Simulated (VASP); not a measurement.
# Li in VASP: single point with PBE

Aim: the single point of Li with PBE.

Program: VASP 6.6.1. These are calculated values, not measurements. Logs are shortened: lines on timing, memory, paths and dates and some standing lists are left out, and cuts for length are marked.

## Step 1: The cell of the first run

The typed cell holds 1 atom: a = 3.056 Å, b = 3.056 Å, c = 3.056 Å, α = 119.93°, β = 119.94°, γ = 90.11°.

This isn't the form of Li at room conditions, which is bcc.

## Step 2: Single point, PBE

INCAR

```
ALGO = Fast
EDIFF = 1E-6
ENCUT = 520
GGA = PE
ISIF = 2
ISMEAR = 0
LASPH = T
LCHARG = F
LREAL = F
LWAVE = F
NBANDS = 8
NELM = 80
PREC = Accurate
SIGMA = 0.1
```

KPOINTS

```
k-points
0
Gamma
  24 24 24
```

POSCAR

```
Li
1.0
   -1.5298069481      1.5294755228      2.1589800343
    1.5298069481     -1.5294755228      2.1589800343
    1.5298069481      1.5294755228     -2.1589800343
Li
1
Direct
    0.0000000000      0.5000000000      0.5000000000
```

Potentials or basis: VASP PAW PBE potentials, release 64 (Li_sv).

On the command line:

```
$ cat potpaw_PBE.64/Li_sv/POTCAR > POTCAR
$ mpirun -np 1 vasp_std > vasp.out
```

OUTCAR:

```text
EDIFF = 1E-6
   ENCUT = 520
   GGA = PE
   ISIF = 2
   ISMEAR = 0
   LASPH = T
   LREAL = F
   NELM = 80
   PREC = Accurate

 ion  position               nearest neighbor table
   1  0.000  0.500  0.500-

  LATTYP: Found a body centered orthorhombic cell.
 ALAT       =     3.0589510456
 B/A-ratio  =     1.0002166921
 C/A-ratio  =     1.4115819457

  Lattice vectors:

 A1 = (   1.5298069481,  -1.5294755228,  -2.1589800343)
 A2 = (  -1.5298069481,   1.5294755228,  -2.1589800343)
 A3 = (   1.5298069481,   1.5294755228,   2.1589800343)

Analysis of symmetry for initial positions (statically):
=====================================================================
 Subroutine PRICEL returns:
 Original cell was already a primitive cell.

 Routine SETGRP: Setting up the symmetry group for a
 body centered orthorhombic supercell.

 Subroutine GETGRP returns: Found  8 space group operations
 (whereof  8 operations were pure point group operations)
 out of a pool of  8 trial point group operations.

The static configuration has the point symmetry D_2h.

Analysis of symmetry for dynamics (positions and initial velocities):
=====================================================================
 Subroutine PRICEL returns:
 Original cell was already a primitive cell.

 Routine SETGRP: Setting up the symmetry group for a
 body centered orthorhombic supercell.

 Subroutine GETGRP returns: Found  8 space group operations
 (whereof  8 operations were pure point group operations)
 out of a pool of  8 trial point group operations.

The dynamic configuration has the point symmetry D_2h.

 Subroutine INISYM returns: Found  8 space group operations
 (whereof  8 operations are pure point group operations),
 and found     1 'primitive' translations

----------------------------------------------------------------------------------------

                                     Primitive cell

  volume of cell :      20.2063

  direct lattice vectors                    reciprocal lattice vectors
    -1.529806948  1.529475523  2.158980034     0.000000000  0.326909449  0.231590840
     1.529806948 -1.529475523  2.158980034     0.326838625  0.000000000  0.231590840
     1.529806948  1.529475523 -2.158980034     0.326838625  0.326909449  0.000000000

  length of vectors
     3.056272151  3.056272151  3.056272151     0.400629636  0.400571847  0.462269699

  position of ions in fractional coordinates (direct lattice)
     0.000000000  0.500000000  0.500000000

  ion indices of the primitive-cell ions
   primitive index   ion index
                 1           1

----------------------------------------------------------------------------------------

 KPOINTS: k-points

Automatic generation of k-mesh.
 Grid dimensions read from file:
 generate k-points for:   24   24   24

 Generating k-lattice:

  Cartesian coordinates                     Fractional coordinates (reciprocal lattice)
     0.000000000  0.013621227  0.009649618     0.041666667  0.000000000 -0.000000000
     0.013618276  0.000000000  0.009649618     0.000000000  0.041666667 -0.000000000
     0.013618276  0.013621227  0.000000000     0.000000000  0.000000000  0.041666667

  Length of vectors
     0.016692901  0.016690494  0.019261237

  Shift w.r.t. Gamma in fractional coordinates (k-lattice)
     0.000000000  0.000000000  0.000000000

 Subroutine IBZKPT returns following result:
 ===========================================

 Found   1963 irreducible k-points:

 Following reciprocal coordinates:
            Coordinates               Weight
  0.000000  0.000000  0.000000      1.000000
  0.041667 -0.000000  0.000000      4.000000
  0.083333 -0.000000  0.000000      4.000000
  0.125000 -0.000000  0.000000      4.000000
  0.166667 -0.000000  0.000000      4.000000
  0.208333 -0.000000  0.000000      4.000000
[... 16 lines left out ...]
  0.375000  0.041667  0.000000      8.000000
  0.416667  0.041667  0.000000      8.000000
 [... further k-points ...]
   k-points           NKPTS =   1963   k-points in BZ     NKDIM =   1963   number of bands    NBANDS=      8
   number of dos      NEDOS =    301   number of ions     NIONS =      1
   total plane-waves  NPLWV =  13824
   dimension x,y,z NGX =    24 NGY =   24 NGZ =   24
   dimension x,y,z NGXF=    48 NGYF=   48 NGZF=   48
   ions per type =               1
   NGX,Y,Z   is equivalent  to a cutoff of  13.05, 13.05, 13.05 a.u.
   NGXF,Y,Z  is equivalent  to a cutoff of  26.11, 26.11, 26.11 a.u.
 SYSTEM =  unknown system
   PREC   = accura    normal or accurate (medium, high low for compatibility)
   ISTART =      0    job   : 0-new  1-cont  2-samecut
   ICHARG =      2    charge: 1-file 2-atom 10-const
   ISPIN  =      1    spin polarized calculation?
   LNONCOLLINEAR =      F non collinear calculations
   LSORBIT =      F    spin-orbit coupling
   LASPH  =      T    aspherical Exc in radial PAW
   ENCUT  =  520.0 eV  38.22 Ry    6.18 a.u.   5.68  5.68  5.68*2*pi/ulx,y,z
   NELM   =     80;   NELMIN=  2; NELMDL= -5     # of ELM steps
   EDIFF  = 0.1E-05   stopping-criterion for ELM
   LREAL  =      F    real-space projection
   EDIFFG = 0.1E-04   stopping-criterion for IOM
   NSW    =      0    number of steps for IOM
   IBRION =     -1    ionic relax: 0-MD 1-quasi-New 2-CG
   NFREE  =      0    steps in history (QN), initial steepest desc. (CG)
   ISIF   =      2    stress and relaxation
   ISYM   =      2    0-nonsym 1-usesym 2-fastsym
   POTIM  = 0.5000    time-step for ionic-motion
   TEBEG  =    0.0;   TEEND  =   0.0 temperature during run
   PSTRESS=    0.0 pullay stress
   NELECT =       3.0000    total number of electrons
   NUPDOWN=      -1.0000    fix difference up-down
   EMIN   =  10.00;   EMAX   =-10.00  energy-range for DOS
   EFERMI =   0.00;   METHOD = LEGACY
   ISMEAR =     0;   SIGMA  =   0.10  broadening in eV -4-tet -1-fermi 0-gaus
   EFERMI_NEDOS =   21; number of points for ismear=-14 and -15
   IALGO  =     68    algorithm
   IMIX   =      4    mixing-type and parameters
     AMIX     =   0.40;   BMIX     =  1.00
     AMIX_MAG =   1.60;   BMIX_MAG =  1.00
  volume/ion in A,a.u.               =      20.21       136.36
  Fermi-wavevector in a.u.,A,eV,Ry     =   0.866867  1.638142 10.224221  0.751459
  Thomas-Fermi vector in A             =   1.985319
   LORBIT       =      0    0 simple, 1 ext, 2 COOP (PROOUT), +10 PAW based schemes
   GGA     = PE    functional components
   LHFCALC =     F    Hartree Fock is set to
   AEXX    =    0.0000 exact exchange contribution
   IVDW    =     0    specifies the selected vdW correction
   LEPSILON=     F    determine dielectric tensor
   LRPA    =     F    only Hartree local field effects (RPA)
 non-spin polarized calculation
 RMM-DIIS sequential band-by-band and
 Gauss-broadening in eV      SIGMA  =   0.10
  energy-cutoff  :      520.00
  volume of cell :       20.21
 maximum number of plane-waves:       560
   NGX = 11   NGY = 11   NGZ = 11

 number of electron       2.9999995 magnetization

 Free energy of the ion-electron system (eV)
  ---------------------------------------------------
  ext. energy  EPLUGINS =         0.00000000
  ---------------------------------------------------
  free energy    TOTEN  =        -1.90719504 eV

  energy without entropy =       -1.90437264  energy(sigma->0) =       -1.90578384

 E-fermi :   0.6399     XC(G=0):  -7.0520

 val. band max:        0.6398337053   @ k =   0.3333   0.2083   0.0000
 cond. band min:       0.6405176201   @ k =  -0.2500  -0.3333   0.0417
 fundamental gap:      0.0006839148
 Fermi energy:         0.6399185183

 k-point     1 :       0.0000    0.0000    0.0000
  band No.  band energies     occupation
      1     -45.8913      2.00000
      2      -2.9310      2.00000
      3      15.0146      0.00000
      4      15.0147      0.00000
      5      15.0194      0.00000
      6      18.8993      0.00000
      7      18.9061      0.00000
      8      18.9096      0.00000

 k-point     2 :       0.0417   -0.0000    0.0000
  band No.  band energies     occupation
      1     -45.8910      2.00000
      2      -2.8998      2.00000
      3      14.6550      0.00000
      4      14.9382      0.00000
      5      14.9409      0.00000
      6      18.4197      0.00000
      7      19.0323      0.00000
      8      19.0407      0.00000

 k-point     3 :       0.0833   -0.0000    0.0000
  band No.  band energies     occupation
      1     -45.8901      2.00000
      2      -2.8065      2.00000
      3      13.7120      0.00000
      4      14.7400      0.00000
      5      14.7457      0.00000
      6      18.1247      0.00000
      7      19.3848      0.00000
      8      19.3924      0.00000

 k-point     4 :       0.1250   -0.0000    0.0000
  band No.  band energies     occupation
      1     -45.8887      2.00000
      2      -2.6511      2.00000
      3      12.4876      0.00000
      4      14.4820      0.00000
      5      14.4914      0.00000
      6      18.1213      0.00000
      7      19.8270      0.00000
      8      19.8375      0.00000

 k-point     5 :       0.1667   -0.0000    0.0000
  band No.  band energies     occupation
      1     -45.8868      2.00000
      2      -2.4336      2.00000
      3      11.1815      0.00000
      4      14.2141      0.00000
      5      14.2273      0.00000
      6      18.2667      0.00000
      7      20.0902      0.00000
      8      20.1153      0.00000
[... 177 lines left out ...]
 k-point    22 :       0.3333    0.0417    0.0000
  band No.  band energies     occupation
      1     -45.8769      2.00000
      2      -0.7795      2.00000
      3       6.0041      0.00000
      4      12.8475      0.00000
      5      13.7584      0.00000
      6      17.4368      0.00000
      7      17.8735      0.00000
      8      19.5659      0.00000

 k-point    23 :       0.3750    0.0417    0.0000
  band No.  band energies     occupation
      1     -45.8751      2.00000
      2      -0.2835      2.00000
      3       5.0428      0.00000
      4      12.8452      0.00000
      5      13.5709      0.00000
      6      17.0570      0.00000
      7      17.5887      0.00000
      8      19.3140      0.00000

 k-point    24 :       0.4167    0.0417    0.0000
  band No.  band energies     occupation
      1     -45.8739      2.00000
      2       0.2009      2.00000
      3       4.2382      0.00000
      4      12.8953      0.00000
      5      13.3965      0.00000
      6      16.7479      0.00000
      7      17.4366      0.00000
      8      19.0998      0.00000

 [... further k-points ...]

------------------------ aborting loop because EDIFF is reached ----------------------------------------

  FORCE on cell =-STRESS in cart. coord.  units (eV):
  Direction    XX          YY          ZZ          XY          YZ          ZX
  --------------------------------------------------------------------------------------
  -------------------------------------------------------------------------------------
  Total       -0.0054066     -0.0049624     -0.0047680      0.0000000      0.0000000      0.0000000
  in kB       -0.4286955     -0.3934751     -0.3780577      0.0000000      0.0000000      0.0000000
  external PRESSURE =      -0.4000761 kB  Pullay stress =       0.0000000 kB

 VOLUME and BASIS-vectors are now :
 -----------------------------------------------------------------------------
  energy-cutoff  :      520.00
  volume of cell :       20.21
      direct lattice vectors                 reciprocal lattice vectors
    -1.529806948  1.529475523  2.158980034     0.000000000  0.326909449  0.231590840
     1.529806948 -1.529475523  2.158980034     0.326838625  0.000000000  0.231590840
     1.529806948  1.529475523 -2.158980034     0.326838625  0.326909449  0.000000000

 POSITION                                       TOTAL-FORCE (eV/Angst)
 -----------------------------------------------------------------------------------
      1.52981      0.00000      0.00000         0.000000      0.000000      0.000000
 -----------------------------------------------------------------------------------
    total drift:                                0.000000     -0.000000      0.000000

  FREE ENERGIE OF THE ION-ELECTRON SYSTEM (eV)
  ---------------------------------------------------
  free  energy   TOTEN  =        -1.9071950417 eV

  energy  without entropy=       -1.9043726419  energy(sigma->0) =       -1.90578384
```

Wall time 8.2 min (1 thread of AMD EPYC 7R13, shared host); peak memory 0.31 GiB.

Results:

| Item | Value |
| --- | --- |
| Free energy | -1.9072 eV |
| Band gap on the k mesh | zero (an odd number of electrons rules out a gap without spin polarisation) |

Caveat: the cutoff is under 1.25 times the usual one of these potentials, so pressure, stress and relaxed cells hold a basis-set (Pulay) error.
